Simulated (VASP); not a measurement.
# AlN (Pm) in VASP: notebook, part 2 of 2

VASP 6.6.1.

**3. Single point, PBE (atom 1 (Al) moved by +0.504 Å along [1 0 0] and -0.504 Å along [1 2 0])**

The input, INCAR:

```
PREC = Accurate
ENCUT = 520
EDIFF = 1E-7
ISMEAR = 0
SIGMA = 0.05
LREAL = False
LASPH = True
NELM = 80
ALGO = Normal
ISIF = 2
LWAVE = False
LCHARG = False
GGA = PE
NBANDS = 26
```

The input, KPOINTS:

```
regular mesh
0
Gamma
  8 6 4
```

The input, POSCAR:

```
AlN
1.0
   -1.6567491617      2.8695737234      0.0000000000
    0.0000000000      0.0000000000      4.1874629526
    4.9702474850      2.8695737234      0.0000000000
Al N
4 4
Direct
    0.2922205668      0.7500000000      0.1988102569
    0.0000000000      0.7500000000      0.6666666667
    0.0000000000      0.2500000000      0.3333333333
    0.5000000000      0.2500000000      0.8333333333
    0.5000000000      0.2500000000      0.1666666667
    0.0000000000      0.2500000000      0.6666666667
    0.0000000000      0.7500000000      0.3333333333
    0.5000000000      0.7500000000      0.8333333333
```

Potentials or basis: VASP PAW PBE potentials, release 64 (Al, N).

On the command line:

```bash
$ cat potpaw_PBE.64/Al/POTCAR potpaw_PBE.64/N/POTCAR > POTCAR
$ mpirun -np 1 vasp_std > vasp.out
```

OUTCAR:

```text
PREC = Accurate
   ENCUT = 520
   EDIFF = 1E-7
   ISMEAR = 0
   LREAL = False
   LASPH = True
   NELM = 80
   ISIF = 2
   GGA = PE

 ion  position               nearest neighbor table
   1  0.292  0.750  0.199-   7 1.24   8 2.21   5 2.21   5 2.21   3 2.43   3 2.43   7 2.47   2 2.85
                             4 3.04   4 3.04   2 3.20   3 3.24   3 3.24
   2  0.000  0.750  0.667-   8 1.91   8 1.91   7 1.91   6 2.09   6 2.09   4 2.84   4 2.84   4 2.84
                             4 2.84   3 2.84   3 2.84   1 2.85   1 3.20
   3  0.000  0.250  0.333-   5 1.91   5 1.91   6 1.91   7 2.09   7 2.09   1 2.43   1 2.43   2 2.84
                             2 2.84   1 3.24   1 3.24   4 3.31   4 3.31   4 3.31   4 3.31
   4  0.500  0.250  0.833-   6 1.91   6 1.91   5 1.91   8 2.09   8 2.09   2 2.84   2 2.84   2 2.84
                             2 2.84   1 3.04   1 3.04   3 3.31   3 3.31   3 3.31   3 3.31
   5  0.500  0.250  0.167-   3 1.91   3 1.91   4 1.91   1 2.21   1 2.21
   6  0.000  0.250  0.667-   4 1.91   4 1.91   3 1.91   2 2.09   2 2.09
   7  0.000  0.750  0.333-   1 1.24   2 1.91   3 2.09   3 2.09   1 2.47
   8  0.500  0.750  0.833-   2 1.91   2 1.91   4 2.09   4 2.09   1 2.21

[... 223 lines left out ...]
  band No.  band energies     occupation
      1      -8.9684      2.00000
      2      -7.1097      2.00000
      3      -5.9976      2.00000
      4      -5.1112      2.00000
      5       0.7500      2.00000
      6       1.3048      2.00000
[... 685 lines left out ...]
     25      17.7735      0.00000
     26      17.8532      0.00000

 [... further k-points ...]

------------------------ aborting loop because EDIFF is reached ----------------------------------------

  FORCE on cell =-STRESS in cart. coord.  units (eV):
  Direction    XX          YY          ZZ          XY          YZ          ZX
  --------------------------------------------------------------------------------------
  -------------------------------------------------------------------------------------
  Total       51.0191946      5.8305334      1.3256797    -20.3265420      0.0000000      0.0000000
  in kB     1026.5002649    117.3096535     26.6725222   -408.9676615      0.0000000      0.0000000
  external PRESSURE =     390.1608135 kB  Pullay stress =       0.0000000 kB

 VOLUME and BASIS-vectors are now :
 -----------------------------------------------------------------------------
  energy-cutoff  :      520.00
  volume of cell :       79.63
      direct lattice vectors                 reciprocal lattice vectors
    -1.656749162  2.869573723  0.000000000    -0.150897919  0.261362862  0.000000000
     0.000000000  0.000000000  4.187462953     0.000000000  0.000000000  0.238808083
     4.970247485  2.869573723  0.000000000     0.150897919  0.087120954  0.000000000

 POSITION                                       TOTAL-FORCE (eV/Angst)
 -----------------------------------------------------------------------------------
      0.50400      1.40905      3.14060       -50.166201     20.243107      0.000000
      3.31350      1.91305      3.14060         0.635729     -0.094914      0.000000
      1.65675      0.95652      1.04687         1.541054     -0.954491      0.000000
      3.31350      3.82610      1.04687         0.133835      0.300481      0.000000
      0.00000      1.91305      1.04687         1.410469     -0.890334      0.000000
      3.31350      1.91305      1.04687        -0.492615     -0.270640      0.000000
      1.65675      0.95652      3.14060        45.935711    -17.861956      0.000000
      3.31350      3.82610      3.14060         1.002018     -0.471254      0.000000
 -----------------------------------------------------------------------------------
    total drift:                               -0.000460      0.000250      0.000000

  FREE ENERGIE OF THE ION-ELECTRON SYSTEM (eV)
  ---------------------------------------------------
  free  energy   TOTEN  =       -47.6308722112 eV

  energy  without entropy=      -47.6308722112  energy(sigma->0) =      -47.63087221
```

OSZICAR:

```text
N       E                     dE             d eps       ncg     rms          rms(c)
DAV:   1     0.123022464227E+03    0.12302E+03   -0.14958E+04  3744   0.111E+03
DAV:   2    -0.500743961575E+02   -0.17310E+03   -0.16144E+03  5114   0.233E+02
DAV:   3    -0.600130522415E+02   -0.99387E+01   -0.98770E+01  5036   0.581E+01
DAV:   4    -0.601068549564E+02   -0.93803E-01   -0.93735E-01  4496   0.631E+00
DAV:   5    -0.601082526567E+02   -0.13977E-02   -0.13973E-02  4948   0.771E-01    0.197E+01
DAV:   6    -0.477658278526E+02    0.12342E+02   -0.32899E+01  4748   0.339E+01    0.724E+00
DAV:   7    -0.477142802171E+02    0.51548E-01   -0.28411E+00  4612   0.968E+00    0.424E+00
DAV:   8    -0.476421243230E+02    0.72156E-01   -0.16633E-01  4680   0.312E+00    0.163E+00
DAV:   9    -0.476297249337E+02    0.12399E-01   -0.42209E-02  4792   0.166E+00    0.406E-01
DAV:  10    -0.476305424870E+02   -0.81755E-03   -0.11619E-02  4690   0.615E-01    0.370E-01
DAV:  11    -0.476307250938E+02   -0.18261E-03   -0.84212E-04  4606   0.274E-01    0.148E-01
DAV:  12    -0.476308692235E+02   -0.14413E-03   -0.48462E-04  4106   0.144E-01    0.468E-02
DAV:  13    -0.476308730861E+02   -0.38626E-05   -0.30406E-05  4872   0.432E-02    0.165E-02
DAV:  14    -0.476308716615E+02    0.14246E-05   -0.75706E-06  5194   0.264E-02    0.113E-02
DAV:  15    -0.476308722301E+02   -0.56857E-06   -0.23464E-06  4124   0.932E-03    0.303E-03
DAV:  16    -0.476308722112E+02    0.18944E-07   -0.18192E-07  3790   0.304E-03
   1 F= -.47630872E+02 E0= -.47630872E+02  d E =-.902264E-17
```

stdout:

```text
POSCAR found type information on POSCAR AlN
 POSCAR found :  2 types and       8 ions
 scaLAPACK will be used
 LDA part: xc-table for (Slater+PW92), standard interpolation
 -----------------------------------------------------------------------------
|                                                                             |
|           W    W    AA    RRRRR   N    N  II  N    N   GGGG   !!!           |
|           W    W   A  A   R    R  NN   N  II  NN   N  G    G  !!!           |
|           W    W  A    A  R    R  N N  N  II  N N  N  G       !!!           |
|           W WW W  AAAAAA  RRRRR   N  N N  II  N  N N  G  GGG   !            |
|           WW  WW  A    A  R   R   N   NN  II  N   NN  G    G                |
|           W    W  A    A  R    R  N    N  II  N    N   GGGG   !!!           |
|                                                                             |
|     The distance between some ions is very small. Please check the          |
|     nearest-neighbor list in the OUTCAR file.                               |
|     I HOPE YOU KNOW WHAT YOU ARE DOING!                                     |
|                                                                             |
 -----------------------------------------------------------------------------

 POSCAR, INCAR and KPOINTS ok, starting setup
 FFT: planning ... GRIDC
 FFT: planning ... GRID_SOFT
 FFT: planning ... GRID
 WAVECAR not read
 entering main loop
```

Run time: 1.7 min. Hardware: 1 thread of Intel Xeon Platinum 8559C (Emerald Rapids), shared host; peak memory 0.25 GiB.

Results:

```
Free energy            : -47.6309 eV
Pressure               : 39.0 GPa
Largest force          : 54.096 eV/Å
Band gap on the k mesh : 2.88 eV
```

Forces on the atoms (eV/Å):
```
Al  -50.166  20.243   0.000
Al    0.636  -0.095   0.000
Al    1.541  -0.954   0.000
Al    0.134   0.300   0.000
N     1.410  -0.890   0.000
N    -0.493  -0.271   0.000
N    45.936 -17.862   0.000
N     1.002  -0.471   0.000
```

Stress tensor (GPa, compression positive):
```
102.65 -40.90   0.00
-40.90  11.73   0.00
  0.00   0.00   2.67
```

Levels at points of the mesh, in eV from the valence-band top:
```csv
k point,band 14,band 15,band 16,band 17,band 18,band 19
"(0.00, 0.00, 0.00)",-1.49,-1.01,0.00,2.88,3.67,4.41
"(0.50, 0.00, 0.00)",-2.24,-2.02,-1.50,5.16,5.62,6.17
"(0.00, 0.50, 0.00)",-1.94,-1.77,-1.23,4.82,5.19,5.25
"(0.50, 0.50, 0.00)",-1.00,-0.56,-0.42,4.89,6.15,6.19
"(0.00, 0.00, 0.50)",-1.39,-0.98,-0.63,4.22,4.67,5.51
"(0.50, 0.00, 0.50)",-2.26,-1.62,-0.79,3.82,4.16,6.20
"(0.00, 0.50, 0.50)",-2.14,-1.45,-1.18,4.91,5.21,5.54
"(0.50, 0.50, 0.50)",-1.36,-1.21,-1.17,4.45,4.92,5.21
```

Caveat: the cell differs from its parent crystal (atom 1 (Al) moved by +0.504 Å along [1 0 0] and -0.504 Å along [1 2 0]); atoms lie so close that the PAW spheres overlap strongly, which falsifies energies and pressures; the cell stands under pressure; forces of over 1 eV/Å act on the atoms, so gaps and moduli don't describe the material at rest.

**4. Single point, PBE (atom 1 (Al) moved by +0.000 Å along [1 0 0] and +0.504 Å along [1 2 0])**

The input, INCAR:

```
SYSTEM = AlN
ALGO = Normal ; EDIFF = 1E-6
ENCUT = 520 ; GGA = PE
ISIF = 2 ; ISMEAR = 0
LASPH = .TRUE. ; LCHARG = .FALSE.
LREAL = .FALSE. ; LWAVE = .FALSE.
NBANDS = 26 ; NELM = 60
PREC = Accurate ; SIGMA = 0.05
```

The input, KPOINTS:

```
k-points
0
G
  8 6 4
  0 0 0
```

Edit POSCAR of step 3 so:

```diff
@@ -8,3 +8,3 @@
 Direct
-    0.2922205668      0.7500000000      0.1988102569
+    0.6317268823      0.7500000000      0.2105756275
     0.0000000000      0.7500000000      0.6666666667
```

On the command line:

```bash
$ cat potpaw_PBE.64/Al/POTCAR potpaw_PBE.64/N/POTCAR > POTCAR
$ mpirun -np 1 vasp_std > vasp.out
```

Run time: 89 s. Hardware: 1 thread of Intel Xeon Platinum 8559C (Emerald Rapids), shared host; peak memory 0.26 GiB.

It converged, with:

```yaml
Free_energy: -54.1623 eV
Pressure: 17.9 GPa
Largest_force: 25.689 eV/Å
Band_gap_on_the_k_mesh: 2.95 eV
```

Forces on the atoms (eV/Å):
```
Al   -0.790 -25.677   0.000
Al    0.810   0.751   0.000
Al   -0.308   1.201   0.000
Al    0.304   0.023   0.000
N     0.468   1.318   0.000
N    -0.527  -0.277   0.000
N    -0.103  21.911   0.000
N     0.147   0.750   0.000
```

Stress tensor (GPa, compression positive):
```
-4.47  0.16  0.00
 0.16 57.33  0.00
 0.00  0.00  0.94
```

Levels at points of the mesh, in eV from the valence-band top:
```
           k point  band 13  band 14  band 15  band 16  band 17  band 18  band 19  band 20
(0.00, 0.00, 0.00)    -2.00    -1.45    -1.04     0.00     2.95     3.75     4.42     6.74
(0.50, 0.00, 0.00)    -3.00    -2.25    -2.24    -1.68     5.37     5.68     6.00     6.22
(0.00, 0.50, 0.00)    -2.37    -2.05    -1.72    -1.37     4.84     5.02     5.65     5.70
(0.50, 0.50, 0.00)    -1.65    -0.94    -0.76    -0.61     5.43     5.78     6.35     6.53
(0.00, 0.00, 0.50)    -1.81    -1.44    -0.98    -0.70     4.45     4.78     5.66     6.03
(0.50, 0.00, 0.50)    -3.15    -2.51    -1.63    -0.96     3.71     4.09     6.46     6.79
(0.00, 0.50, 0.50)    -2.24    -2.15    -1.50    -1.31     4.94     5.18     5.50     5.76
(0.50, 0.50, 0.50)    -2.38    -1.52    -1.36    -1.26     4.69     4.87     5.14     5.25
```

Caveat: the cell differs from its parent crystal (atom 1 (Al) moved by +0.000 Å along [1 0 0] and +0.504 Å along [1 2 0]); the cell stands under pressure; forces of over 1 eV/Å act on the atoms, so gaps and moduli don't describe the material at rest.

**5. Single point, PBE (atom 1 (Al) moved by +0.252 Å along [1 0 0] and -0.252 Å along [1 2 0])**

The input, INCAR:

```
SYSTEM = AlN
PREC = Accurate ; ENCUT = 520
EDIFF = 1E-6 ; ISMEAR = 0
SIGMA = 0.05 ; LREAL = .FALSE.
LASPH = .TRUE. ; NELM = 100
ALGO = Normal ; ISIF = 2
LWAVE = .FALSE. ; LCHARG = .FALSE.
GGA = PE ; NBANDS = 26
```

The input, KPOINTS:

```
regular mesh
0
G
  8 6 4
  0 0 0
```

Edit POSCAR of step 4 so:

```diff
@@ -8,3 +8,3 @@
 Direct
-    0.6317268823      0.7500000000      0.2105756275
+    0.3961102834      0.7500000000      0.1827384618
     0.0000000000      0.7500000000      0.6666666667
```

On the command line:

```bash
$ cat potpaw_PBE.64/Al/POTCAR potpaw_PBE.64/N/POTCAR > POTCAR
$ mpirun -np 1 vasp_std > vasp.out
```

Run time: 94 s. Hardware: 1 thread of Intel Xeon Platinum 8559C (Emerald Rapids), shared host; peak memory 0.26 GiB.

The run converged. Its results:

```yaml
Free_energy: -57.0705 eV
Pressure: 6.8 GPa
Largest_force: 11.364 eV/Å
Band_gap_on_the_k_mesh: 3.16 eV
```

Forces on the atoms (eV/Å):
```
Al  -9.973  5.448  0.000
Al   0.373  0.050  0.000
Al   0.601 -0.582  0.000
Al   0.033  0.204  0.000
N    0.709 -0.429  0.000
N   -0.194 -0.156  0.000
N    7.723 -4.355  0.000
N    0.728 -0.179  0.000
```

Stress tensor (GPa, compression positive):
```
 18.79 -10.90   0.00
-10.90   1.36   0.00
  0.00   0.00   0.27
```

Levels at points of the mesh, in eV from the valence-band top:
```tsv
k point	band 13	band 14	band 15	band 16	band 17	band 18	band 19	band 20
(0.00, 0.00, 0.00)	-1.79	-1.50	-1.31	0.00	3.16	3.76	4.37	6.82
(0.50, 0.00, 0.00)	-2.88	-2.41	-2.24	-1.97	5.54	5.77	5.90	6.09
(0.00, 0.50, 0.00)	-2.41	-2.13	-1.77	-1.64	5.03	5.04	5.55	5.67
(0.50, 0.50, 0.00)	-1.30	-1.01	-0.91	-0.85	5.68	6.04	6.16	6.43
(0.00, 0.00, 0.50)	-1.59	-1.25	-1.24	-0.92	4.62	4.72	5.81	6.02
(0.50, 0.00, 0.50)	-3.08	-2.64	-1.61	-1.19	3.87	3.93	6.85	7.10
(0.00, 0.50, 0.50)	-2.09	-1.98	-1.71	-1.61	5.23	5.27	5.40	5.44
(0.50, 0.50, 0.50)	-2.01	-1.67	-1.57	-1.52	4.90	4.98	5.11	5.18
```

Caveat: the cell differs from its parent crystal (atom 1 (Al) moved by +0.252 Å along [1 0 0] and -0.252 Å along [1 2 0]); the cell stands under pressure; forces of over 1 eV/Å act on the atoms, so gaps and moduli don't describe the material at rest.

**6. Single point, PBE (atom 1 (Al) moved by -0.252 Å along [1 0 0] and -0.504 Å along [1 2 0])**

The input, INCAR:

```
PREC     = Accurate       # precision mode
ENCUT    = 520            # plane-wave cutoff, eV
EDIFF    = 1E-6           # SCF threshold, eV
ISMEAR   = 0              # smearing method
SIGMA    = 0.05           # smearing width, eV
LREAL    = False          # projectors in reciprocal space
LASPH    = True           # aspherical terms in the spheres
NELM     = 100            # most SCF steps
ALGO     = Normal         # electronic algorithm
ISIF     = 2              # what is computed and relaxed
LWAVE    = False          # write WAVECAR
LCHARG   = False          # write CHGCAR
GGA      = PE             # functional
NBANDS   = 26             # bands
```

The input, KPOINTS:

```
Automatic mesh
0
Gamma
  8 6 4
```

Edit POSCAR of step 5 so:

```diff
@@ -8,3 +8,3 @@
 Direct
-    0.3961102834      0.7500000000      0.1827384618
+    0.4062993932      0.7500000000      0.0847314305
     0.0000000000      0.7500000000      0.6666666667
```

Potentials or basis: VASP PAW PBE potentials, release 64 (Al, N).

On the command line:

```bash
$ cat potpaw_PBE.64/Al/POTCAR potpaw_PBE.64/N/POTCAR > POTCAR
$ mpirun -np 1 vasp_std > vasp.out
```

Run time: 79 s. Hardware: 1 thread of Intel Xeon Platinum 8559C (Emerald Rapids), shared host; peak memory 0.25 GiB.

The run converged. Its results:

```
Free energy            : -54.7561 eV
Pressure               : 13.9 GPa
Largest force          : 20.447 eV/Å
Band gap on the k mesh : 2.00 eV (least direct gap 2.05 eV)
```

Forces in eV/Å, atoms in the order of the input:
```
Al   18.431   8.853   0.000
Al   -2.352  -1.637   0.000
Al   -0.301  -0.526   0.000
Al   -0.517   0.185   0.000
N    -1.467  -1.708   0.000
N     0.934   0.490   0.000
N    -0.735  -0.531   0.000
N   -13.993  -5.126   0.000
```

Stress tensor (GPa, compression positive):
```
37.81 12.45  0.00
12.45  2.83  0.00
 0.00  0.00  1.10
```

Levels at points of the mesh, in eV from the valence-band top:
| k point | band 13 | band 14 | band 15 | band 16 | band 17 | band 18 | band 19 | band 20 |
| --- | --- | --- | --- | --- | --- | --- | --- | --- |
| (0.00, 0.00, 0.00) | -2.65 | -1.93 | -0.09 | -0.05 | 2.00 | 3.43 | 4.39 | 6.58 |
| (0.50, 0.00, 0.00) | -2.70 | -2.30 | -2.18 | -1.96 | 4.57 | 4.63 | 5.64 | 5.93 |
| (0.00, 0.50, 0.00) | -2.53 | -1.70 | -1.56 | -0.61 | 3.22 | 4.52 | 5.27 | 5.95 |
| (0.50, 0.50, 0.00) | -2.11 | -1.64 | -0.57 | -0.46 | 4.94 | 5.04 | 6.05 | 6.49 |
| (0.00, 0.00, 0.50) | -2.51 | -2.14 | -0.66 | 0.00 | 3.02 | 4.76 | 5.57 | 5.70 |
| (0.50, 0.00, 0.50) | -2.87 | -2.42 | -1.75 | -1.34 | 2.97 | 3.95 | 5.75 | 6.27 |
| (0.00, 0.50, 0.50) | -2.53 | -1.59 | -1.43 | -0.69 | 3.00 | 4.66 | 5.00 | 6.43 |
| (0.50, 0.50, 0.50) | -2.82 | -2.32 | -1.27 | -0.87 | 3.99 | 4.17 | 5.12 | 5.41 |

Caveat: the cell differs from its parent crystal (atom 1 (Al) moved by -0.252 Å along [1 0 0] and -0.504 Å along [1 2 0]); the cell stands under pressure; forces of over 1 eV/Å act on the atoms, so gaps and moduli don't describe the material at rest.

**7. The runs side by side**

```csv
cell,gap on the mesh (eV),pressure (GPa),largest force (eV/Å)
"as given, atomic positions A",2.56,6.0,5.30
"as given, atomic positions B",2.88,39.0,54.10
"as given, atomic positions C",2.95,17.9,25.69
"as given, atomic positions D",3.16,6.8,11.36
"as given, atomic positions E",2.00,13.9,20.45
```

Alike in all rows: task single point; level PBE; potentials or basis VASP PAW PBE potentials, release 64 (Al, N); no spin polarisation; k mesh 8 × 6 × 4; cutoff (eV) 520; smearing gaussian 0.05 eV.

Caveats: the cell stands under pressure; forces of over 1 eV/Å act on the atoms, so gaps and moduli don't describe the material at rest; atoms lie so close that the PAW spheres overlap strongly, which falsifies energies and pressures (at least some runs).

Absolute energies hang on the potentials; compare differences alone.
